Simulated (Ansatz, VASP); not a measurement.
## MoS2: VASP beside Ansatz

INCAR

```
PREC = Accurate
ENCUT = 520
EDIFF = 1E-6
ISMEAR = 0
SIGMA = 0.05
LREAL = False
LASPH = True
NELM = 60
ALGO = Normal
ISIF = 2
LWAVE = False
LCHARG = False
GGA = PE
IVDW = 12
IBRION = 2
NSW = 60
EDIFFG = -0.001
```

The input KPOINTS:

```
Automatic mesh
0
Gamma
  8 8 2
```

POSCAR

```
MoS2
1.0
    3.1491947499      0.0000000000      0.0000000000
   -1.5745973749      2.7272826549      0.0000000000
    0.0000000000      0.0000000000     12.0897450277
Mo S
2 4
Direct
    0.3333333333      0.6666666667      0.2500000000
    0.6666666667      0.3333333333      0.7500000000
    0.3333333333      0.6666666667      0.6204899759
    0.6666666667      0.3333333333      0.1204899759
    0.3333333333      0.6666666667      0.8795100241
    0.6666666667      0.3333333333      0.3795100241
```

Input for Ansatz:

```yaml
crystal:
  lattice:
    - [3.1491947499, 0.0, 0.0]
    - [-1.5745973749, 2.7272826549, 0.0]
    - [0.0, 0.0, 12.0897450277]
  atoms:
    - { symbol: Mo, position: [0.3333333333, 0.6666666667, 0.25] }
    - { symbol: Mo, position: [0.6666666667, 0.3333333333, 0.75] }
    - { symbol: S, position: [0.3333333333, 0.6666666667, 0.6204899759] }
    - { symbol: S, position: [0.6666666667, 0.3333333333, 0.1204899759] }
    - { symbol: S, position: [0.3333333333, 0.6666666667, 0.8795100241] }
    - { symbol: S, position: [0.6666666667, 0.3333333333, 0.3795100241] }
basis:
  ecutwfc: 420
  ecutrho_ratio: 4
kpoints:
  mp_grid: { grid: [8, 8, 2] }
hamiltonian:
  xc: pbe
  dispersion: d3bj
scf:
  occupations: { method: gaussian, width: 0.05 }
output:
  forces: true
  stress: true
  eigenvalues: true
relax:
  f_tol: 0.001
  max_steps: 40
```

Alike in both runs: task relaxation of the atoms; functional PBE; dispersion D3(BJ); k mesh 8 × 8 × 2; occupations gaussian, width 0.05 eV; no spin polarisation.

|  | VASP | Ansatz |
| --- | --- | --- |
| version | VASP 6.6.1 | Ansatz 0.2.0 |
| potentials or method | VASP PAW PBE potentials, release 64 (Mo_sv, S), cutoff 520 eV | scalar-relativistic, plane waves, PAW |
| valence electrons in the cell | 52 | 52 |

|  | VASP | Ansatz | Ansatz less VASP |
| --- | --- | --- | --- |
| gap on the k mesh at the Fermi level, each at its own relaxed structure (eV) | 0.90 | 0.88 | -0.017 |

Ansatz's warnings: stress scf threshold loose.
